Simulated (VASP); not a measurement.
Input of a VASP 6.6.1 run:

Contents of INCAR:

```
SYSTEM = Ca
  ALGO = Normal
  EDIFF = 1E-6
  ENCUT = 520
  GGA = PS
  ISIF = 2
  ISMEAR = -1
  LASPH = .True.
  LCHARG = .False.
  LREAL = .False.
  LWAVE = .False.
  NBANDS = 28
  NELM = 80
  PREC = Accurate
  SIGMA = 0.3
```

The input KPOINTS:

```
k-points
0
Gamma
  5 5 4
  0 0 0
```

POSCAR

```
Ca
1.0
    3.4629657000     -3.6694915100      0.0000000000
    3.4629657000      3.6694915100      0.0000000000
    0.0000000000      0.0000000000      7.0091196500
Ca
4
Direct
    0.1617894600      0.8382105400      0.1965141100
    0.8382105400      0.1617894600      0.8034858900
    0.3382105400      0.6617894600      0.6965141100
    0.6617894600      0.3382105400      0.3034858900
```

Potentials or basis: VASP PAW PBE potentials, release 64 (Ca_sv).

Command:

```sh
$ cat potpaw_PBE.64/Ca_sv/POTCAR > POTCAR
$ mpirun -np 1 vasp_std > vasp.out
```

Task: Estimate the largest force.

Result: 0.064 eV/Å.

Task: Predict the band gap on the k mesh.

Result: Zero (bands 20 and 21 overlap by 0.54 eV).

Stress tensor (GPa, compression positive):
```
-0.15  0.00  0.00
 0.00 -0.78  0.00
 0.00  0.00 -0.49
```

Caveat: so wide a smearing shifts energies and pressures; the PAW data sets were made with another functional, which shifts forces and pressure a little.
